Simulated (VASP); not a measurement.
Crystal: SnSe2.

```
CELL_PARAMETERS angstrom
3.82515 0.00000 0.00000
-1.91257 3.31268 0.00000
0.00000 0.00000 6.22708
ATOMIC_POSITIONS crystal
Sn 0.00000 0.00000 0.00000
Se 0.33333 0.66667 0.25308
Se 0.66667 0.33333 0.74692
```

Base run:

- Program: VASP 6.6.1
- Functional: PBE
- Potentials or basis: VASP PAW PBE potentials, release 64 (Sn_d, Se)
- Cutoff: 520 eV
- k mesh: 6 × 6 × 4
- Occupations: gaussian, width 0.01 eV
- Spin: no spin polarisation

Its results: band gap on the k mesh 0.79 eV, indirect (least direct gap 1.12 eV); pressure 3.0 GPa; largest force 0.262 eV/Å.

The run is repeated on the same cell with these changes: k mesh from 6 × 6 × 4 to 12 × 12 × 4. What comes out?

Band gap on the k mesh 0.74 eV, indirect (least direct gap 1.12 eV); pressure 3.0 GPa; largest force 0.275 eV/Å.

Caveats: spin-orbit coupling is left out, which moves the levels of the heavy elements; this functional lacks dispersion, which binds the layers, so the pressure and a relaxed spacing across them are unreliable.

A k mesh can miss the band edges.
